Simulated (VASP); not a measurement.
# GaSb (F-43m) in VASP: further runs, part 2 of 2

VASP 6.6.1.

## 3. Relaxation of cell and atoms, LDA

This run uses another cell than the first one, of 28.89 Å³/atom.

The input, INCAR:

```
SYSTEM = GaSb
ALGO = Normal
EDIFF = 1E-7
EDIFFG = -0.005
ENCUT = 500
GGA = CA
GGA_COMPAT = .False.
IBRION = 2
ISIF = 3
ISMEAR = 0
LASPH = .True.
LCHARG = .False.
LREAL = .False.
LWAVE = .False.
NELM = 120
NELMIN = 4
NSW = 100
PREC = Accurate
SIGMA = 0.1
```

The input, KPOINTS:

```
k-points
0
Gamma
  12 12 12
  0 0 0
```

The input, POSCAR:

```
GaSb
1.0
    0.0000000000      3.0686043200      3.0686043200
    3.0686043200      0.0000000000      3.0686043200
    3.0686043200      3.0686043200      0.0000000000
Ga Sb
1 1
Direct
    0.0000000000      0.0000000000      0.0000000000
    0.2500000000      0.2500000000      0.2500000000
```

Potentials or basis: VASP PAW LDA potentials, release 64 (Ga_d, Sb_d_GW).

On the command line:

```console
$ cat potpaw_LDA.64/Ga_d/POTCAR potpaw_LDA.64/Sb_d_GW/POTCAR > POTCAR
$ mpirun -np 1 vasp_std > vasp.out
```

OUTCAR:

```text
SYSTEM = GaSb
   EDIFF = 1E-7
   EDIFFG = -0.005
   ENCUT = 500
   GGA = CA
   IBRION = 2
   ISIF = 3
   ISMEAR = 0
   LASPH = .True.
   LREAL = .False.
   NELM = 120
   NELMIN = 4
   NSW = 100
   PREC = Accurate

 ion  position               nearest neighbor table
   1  0.000  0.000  0.000-   2 2.66   2 2.66   2 2.66   2 2.66
   2  0.250  0.250  0.250-   1 2.66   1 2.66   1 2.66   1 2.66

  LATTYP: Found a face centered cubic cell.
 ALAT       =     6.1372086400

  Lattice vectors:

 A1 = (   0.0000000000,   3.0686043200,   3.0686043200)
 A2 = (   3.0686043200,   0.0000000000,   3.0686043200)
 A3 = (   3.0686043200,   3.0686043200,   0.0000000000)

Analysis of symmetry for initial positions (statically):
=====================================================================
 Subroutine PRICEL returns:
 Original cell was already a primitive cell.

 Routine SETGRP: Setting up the symmetry group for a
 face centered cubic supercell.

 Subroutine GETGRP returns: Found 24 space group operations
 (whereof 24 operations were pure point group operations)
 out of a pool of 48 trial point group operations.

The static configuration has the point symmetry T_d .

Analysis of symmetry for dynamics (positions and initial velocities):
=====================================================================
 Subroutine PRICEL returns:
 Original cell was already a primitive cell.

 Routine SETGRP: Setting up the symmetry group for a
 face centered cubic supercell.

 Subroutine GETGRP returns: Found 24 space group operations
 (whereof 24 operations were pure point group operations)
 out of a pool of 48 trial point group operations.

The dynamic configuration has the point symmetry T_d .

 Subroutine INISYM returns: Found 24 space group operations
 (whereof 24 operations are pure point group operations),
 and found     1 'primitive' translations

----------------------------------------------------------------------------------------

                                     Primitive cell

  volume of cell :      57.7900

  direct lattice vectors                    reciprocal lattice vectors
     0.000000000  3.068604320  3.068604320    -0.162940525  0.162940525  0.162940525
     3.068604320  0.000000000  3.068604320     0.162940525 -0.162940525  0.162940525
     3.068604320  3.068604320  0.000000000     0.162940525  0.162940525 -0.162940525

  length of vectors
     4.339661847  4.339661847  4.339661847     0.282221269  0.282221269  0.282221269

  position of ions in fractional coordinates (direct lattice)
     0.000000000  0.000000000  0.000000000
     0.250000000  0.250000000  0.250000000

  ion indices of the primitive-cell ions
   primitive index   ion index
                 1           1
                 2           2

----------------------------------------------------------------------------------------

 KPOINTS: k-points

Automatic generation of k-mesh.
 Grid dimensions read from file:
 generate k-points for:   12   12   12

 Generating k-lattice:

  Cartesian coordinates                     Fractional coordinates (reciprocal lattice)
[... 39 lines left out ...]
  0.500000  0.166667  0.000000     24.000000
 -0.416667  0.166667  0.000000     24.000000
 [... further k-points ...]
   k-points           NKPTS =     72   k-points in BZ     NKDIM =     72   number of bands    NBANDS=     18
   number of dos      NEDOS =    301   number of ions     NIONS =      2
   total plane-waves  NPLWV =  32768
   dimension x,y,z NGX =    32 NGY =   32 NGZ =   32
   dimension x,y,z NGXF=    64 NGYF=   64 NGZF=   64
   ions per type =               1   1
   NGX,Y,Z   is equivalent  to a cutoff of  12.26, 12.26, 12.26 a.u.
   NGXF,Y,Z  is equivalent  to a cutoff of  24.52, 24.52, 24.52 a.u.
 SYSTEM =  GaSb
   PREC   = accura    normal or accurate (medium, high low for compatibility)
   ISTART =      0    job   : 0-new  1-cont  2-samecut
   ICHARG =      2    charge: 1-file 2-atom 10-const
   ISPIN  =      1    spin polarized calculation?
   LNONCOLLINEAR =      F non collinear calculations
   LSORBIT =      F    spin-orbit coupling
   LASPH  =      T    aspherical Exc in radial PAW
   ENCUT  =  500.0 eV  36.75 Ry    6.06 a.u.   7.91  7.91  7.91*2*pi/ulx,y,z
   NELM   =    120;   NELMIN=  4; NELMDL= -5     # of ELM steps
   EDIFF  = 0.1E-06   stopping-criterion for ELM
   LREAL  =      F    real-space projection
   EDIFFG = -.5E-02   stopping-criterion for IOM
   NSW    =    100    number of steps for IOM
   IBRION =      2    ionic relax: 0-MD 1-quasi-New 2-CG
   NFREE  =      1    steps in history (QN), initial steepest desc. (CG)
   ISIF   =      3    stress and relaxation
   ISYM   =      2    0-nonsym 1-usesym 2-fastsym
   POTIM  = 0.5000    time-step for ionic-motion
   TEBEG  =    0.0;   TEEND  =   0.0 temperature during run
   PSTRESS=    0.0 pullay stress
   NELECT =      28.0000    total number of electrons
   NUPDOWN=      -1.0000    fix difference up-down
   EMIN   =  10.00;   EMAX   =-10.00  energy-range for DOS
   EFERMI =   0.00;   METHOD = LEGACY
   ISMEAR =     0;   SIGMA  =   0.10  broadening in eV -4-tet -1-fermi 0-gaus
   EFERMI_NEDOS =   21; number of points for ismear=-14 and -15
   IALGO  =     38    algorithm
   IMIX   =      4    mixing-type and parameters
     AMIX     =   0.40;   BMIX     =  1.00
     AMIX_MAG =   1.60;   BMIX_MAG =  1.00
  volume/ion in A,a.u.               =      28.89       194.99
  Fermi-wavevector in a.u.,A,eV,Ry     =   1.285809  2.429828 22.494593  1.653306
  Thomas-Fermi vector in A             =   2.417922
   LORBIT       =      0    0 simple, 1 ext, 2 COOP (PROOUT), +10 PAW based schemes
   GGA     = CA    functional components
   LHFCALC =     F    Hartree Fock is set to
   AEXX    =    0.0000 exact exchange contribution
   IVDW    =     0    specifies the selected vdW correction
   LEPSILON=     F    determine dielectric tensor
   LRPA    =     F    only Hartree local field effects (RPA)
 conjugate gradient relaxation of ions
 non-spin polarized calculation
 Gauss-broadening in eV      SIGMA  =   0.10
  energy-cutoff  :      500.00
  volume of cell :       57.79
 maximum number of plane-waves:      1484
   NGX = 15   NGY = 15   NGZ = 15

--------------------------------------- Ionic step        1  -------------------------------------------

 number of electron      27.9999983 magnetization

 Free energy of the ion-electron system (eV)
  ---------------------------------------------------
  ext. energy  EPLUGINS =         0.00000000
  ---------------------------------------------------
  free energy    TOTEN  =        -8.66917856 eV

  energy without entropy =       -8.66904616  energy(sigma->0) =       -8.66911236

------------------------ aborting loop because EDIFF is reached ----------------------------------------

  FORCE on cell =-STRESS in cart. coord.  units (eV):
  Direction    XX          YY          ZZ          XY          YZ          ZX
  --------------------------------------------------------------------------------------
  -------------------------------------------------------------------------------------
  Total       -0.7588159     -0.7588159     -0.7588159      0.0000000      0.0000000     -0.0000000
  in kB      -21.0375088    -21.0375088    -21.0375088      0.0000000      0.0000000     -0.0000000
  external PRESSURE =     -21.0375088 kB  Pullay stress =       0.0000000 kB
[... 59 lines left out ...]
--------------------------------------- Ionic step        3  -------------------------------------------

 number of electron      27.9999977 magnetization

 Free energy of the ion-electron system (eV)
  ---------------------------------------------------
  ext. energy  EPLUGINS =         0.00000000
  ---------------------------------------------------
  free energy    TOTEN  =        -8.68533018 eV

  energy without entropy =       -8.68524038  energy(sigma->0) =       -8.68528528

 E-fermi :   4.0064     XC(G=0):  -9.7745

 val. band max:        3.9230478672   @ k =   0.0000   0.0000   0.0000
 cond. band min:       4.0256730275   @ k =   0.0000   0.0000   0.0000
 fundamental gap:      0.1026251604
 Fermi energy:         4.0063823300

 k-point     1 :       0.0000    0.0000    0.0000
  band No.  band energies     occupation
      1     -24.8307      2.00000
      2     -24.8307      2.00000
      3     -24.8307      2.00000
      4     -24.8068      2.00000
      5     -24.8068      2.00000
      6     -11.2755      2.00000
[... 481 lines left out ...]
      5     -24.8056      2.00000
      6     -11.3107      2.00000
[... 10 lines left out ...]
     17       8.5127      0.00000
     18      10.8636      0.00000

 [... further k-points ...]

------------------------ aborting loop because EDIFF is reached ----------------------------------------

  FORCE on cell =-STRESS in cart. coord.  units (eV):
  Direction    XX          YY          ZZ          XY          YZ          ZX
  --------------------------------------------------------------------------------------
  -------------------------------------------------------------------------------------
  Total       -0.0004893     -0.0004893     -0.0004893     -0.0000000      0.0000000     -0.0000000
  in kB       -0.0141459     -0.0141459     -0.0141459     -0.0000000      0.0000000     -0.0000000
  external PRESSURE =      -0.0141459 kB  Pullay stress =       0.0000000 kB
[... 17 lines left out ...]
  FREE ENERGIE OF THE ION-ELECTRON SYSTEM (eV)
  ---------------------------------------------------
  free  energy   TOTEN  =        -8.6853301795 eV

  energy  without entropy=       -8.6852403818  energy(sigma->0) =       -8.68528528

 reached required accuracy - stopping structural energy minimisation
```

CONTCAR:

```text
GaSb
   1.00000000000000
     0.0000000000000000    3.0259523009916101    3.0259523009916101
     3.0259523009916101    0.0000000000000000    3.0259523009916101
     3.0259523009916101    3.0259523009916101    0.0000000000000000
  Ga              Sb
     1     1
Direct
     0.0000000000000000    0.0000000000000000    0.0000000000000000
     0.2500000000000000    0.2500000000000000    0.2500000000000000

  0.00000000E+00  0.00000000E+00  0.00000000E+00
  0.00000000E+00  0.00000000E+00  0.00000000E+00
```

Wall time 51 s (1 thread of Intel Xeon 6975P-C (Granite Rapids), shared host); peak memory 0.23 GiB.

Results:

```yaml
Free_energy: -8.6853 eV
Relaxed_volume: 27.71 Å³/atom
Relaxed_cell: a = 4.279 Å, b = 4.279 Å, c = 4.279 Å, α = 60.00°, β = 60.00°, γ = 60.00°
Space_group_after_relaxing_to_0.1_Å: F-43m (No. 216)
Energy_gained_by_relaxing: 8.1 meV/atom
Ionic_steps: 3
Pressure_after_relaxing: 0.0 GPa
```

The path:
```
step  energy change (eV)  largest force (eV/Å)  pressure (GPa)  volume (Å³)
   1              0.0000                0.0000           -2.10        57.79
   2             -0.0144                0.0000            0.75        54.67
   3             -0.0162                0.0000            0.00        55.41
```

Final structure:
```
CELL_PARAMETERS angstrom
0.00000 3.02595 3.02595
3.02595 0.00000 3.02595
3.02595 3.02595 0.00000
ATOMIC_POSITIONS crystal
Ga 0.00000 0.00000 0.00000
Sb 0.25000 0.25000 0.25000
```

Levels at points of the mesh, in eV from the Fermi level:
```tsv
k point	band 11	band 12	band 13	band 14	band 15	band 16	band 17	band 18
(0.00, 0.00, 0.00)	-11.83	-0.08	-0.08	-0.08	0.02	2.68	2.68	2.68
(0.50, 0.00, 0.00)	-10.13	-6.64	-1.29	-1.29	0.29	3.66	3.66	6.24
(0.50, 0.50, 0.00)	-9.26	-7.07	-2.77	-2.77	0.73	1.03	8.77	8.77
```

Caveat: spin-orbit coupling is left out, which moves the levels of the heavy elements.
